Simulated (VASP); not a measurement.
# P: relaxation of cell and atoms with r2SCAN

P:

```
P
1.0
     1.65500   -5.25000    0.00000
     1.65500    5.25000    0.00000
     0.00000    0.00000    4.38000
P
4
Direct
  0.09800 0.90200 0.91000
  0.59800 0.40200 0.59000
  0.90200 0.09800 0.09000
  0.40200 0.59800 0.41000
```

* Program: VASP 6.6.1
* Task: relaxation of cell and atoms
* Functional: r2SCAN
* Potentials or basis: VASP PAW PBE potentials, release 64 (P)
* Cutoff: 600 eV
* k mesh: 6 × 6 × 4
* Occupations: fermi-dirac, width 0.05 eV
* Spin: no spin polarisation
* Dipole correction: no
* Further INCAR settings: ALGO = Normal; EDIFF = 1e-07; IBRION = 2; EDIFFG = -0.01; NSW = 80; ISIF = 3

| Item | Value |
| --- | --- |
| Relaxed volume | 20.59 Å³/atom |
| Relaxed cell | a = 5.734 Å, b = 5.734 Å, c = 4.545 Å, α = 90.00°, β = 90.00°, γ = 146.54° |
| Space group after relaxing (to 0.1 Å) | Cmce (No. 64) |
| Energy gained by relaxing | 20.3 meV/atom |
| Ionic steps | 18 |
| Pressure after relaxing | 0.0 GPa |
| Largest force after relaxing | 0.005 eV/Å |
| Band gap on the k mesh | 0.30 eV |

Forces on the atoms (eV/Å):
```
P    0.000  0.005 -0.001
P    0.000  0.005  0.001
P    0.000 -0.005  0.001
P    0.000 -0.005 -0.001
```

Step by step:
| step | energy change (eV) | largest force (eV/Å) | pressure (GPa) | volume (Å³) |
| --- | --- | --- | --- | --- |
| 1 | 0.0000 | 0.6393 | 4.33 | 76.11 |
| 2 | -0.0252 | 0.5145 | -3.22 | 81.92 |
| 3 | -0.0662 | 0.0419 | -0.19 | 79.29 |
| 4 | -0.0719 | 0.0992 | 0.04 | 79.31 |
| 5 | -0.0721 | 0.1136 | 0.11 | 79.31 |
| 6 | -0.0742 | 0.0685 | 0.33 | 79.46 |
| 7 | -0.0756 | 0.0632 | 0.66 | 79.70 |
| 8 | -0.0767 | 0.0559 | 0.56 | 79.97 |
| 9 | -0.0793 | 0.0341 | 0.27 | 80.80 |
| 10 | -0.0807 | 0.0122 | -0.27 | 82.46 |
| 11 | -0.0808 | 0.0066 | -0.16 | 82.12 |
| 12 | -0.0811 | 0.0236 | -0.05 | 82.18 |
| 13 | -0.0811 | 0.0350 | 0.01 | 82.20 |
| 14 | -0.0812 | 0.0154 | 0.02 | 82.23 |
| 15 | -0.0812 | 0.0011 | 0.04 | 82.24 |
| 16 | -0.0813 | 0.0034 | 0.00 | 82.29 |
| 17 | -0.0813 | 0.0112 | -0.07 | 82.39 |
| 18 | -0.0813 | 0.0049 | -0.03 | 82.37 |

Final structure:
```cif
data_structure
_symmetry_space_group_name_H-M 'P 1'
_symmetry_Int_Tables_number 1
_cell_length_a 5.7335
_cell_length_b 5.7335
_cell_length_c 4.5449
_cell_angle_alpha 90.000
_cell_angle_beta 90.000
_cell_angle_gamma 146.542
_cell_volume 82.37
loop_
_atom_site_label
_atom_site_type_symbol
_atom_site_fract_x
_atom_site_fract_y
_atom_site_fract_z
_atom_site_occupancy
P1 P 0.09525 0.90475 0.91109 1
P2 P 0.59525 0.40475 0.58891 1
P3 P 0.90475 0.09525 0.08891 1
P4 P 0.40475 0.59525 0.41109 1
```

Levels at points of the mesh, in eV from the valence-band top:
| k point | band 6 | band 7 | band 8 | band 9 | band 10 | band 11 | band 12 | band 13 | band 14 |
| --- | --- | --- | --- | --- | --- | --- | --- | --- | --- |
| (0.00, 0.00, 0.00) | -5.08 | -4.33 | -2.86 | -2.75 | -1.23 | 0.75 | 1.26 | 2.16 | 3.00 |
| (0.50, 0.00, 0.00) | -5.88 | -3.55 | -3.55 | -2.71 | -2.71 | 0.90 | 0.90 | 1.71 | 1.71 |
| (0.50, 0.50, 0.00) | -5.63 | -4.42 | -2.59 | -1.65 | 0.00 | 0.30 | 1.03 | 2.38 | 2.89 |
| (0.00, 0.00, 0.50) | -4.52 | -3.50 | -3.50 | -1.75 | -1.75 | 1.71 | 1.71 | 3.11 | 3.11 |
| (0.50, 0.00, 0.50) | -5.94 | -5.47 | -5.47 | -1.88 | -1.88 | 1.91 | 1.91 | 3.68 | 3.68 |
| (0.50, 0.50, 0.50) | -3.52 | -2.94 | -2.94 | -2.04 | -2.04 | 1.66 | 1.66 | 2.89 | 2.89 |

It took 35 min on 1 thread of Intel(R) Xeon(R) Platinum 8488C (Sapphire Rapids), with other jobs on the host, peak memory 0.31 GiB.

Caveat: semilocal functionals underestimate gaps, and a narrow one can read as zero; the PAW data sets were made with another functional, which shifts forces and pressure a little. Zero-point motion and thermal expansion aren't in these numbers.
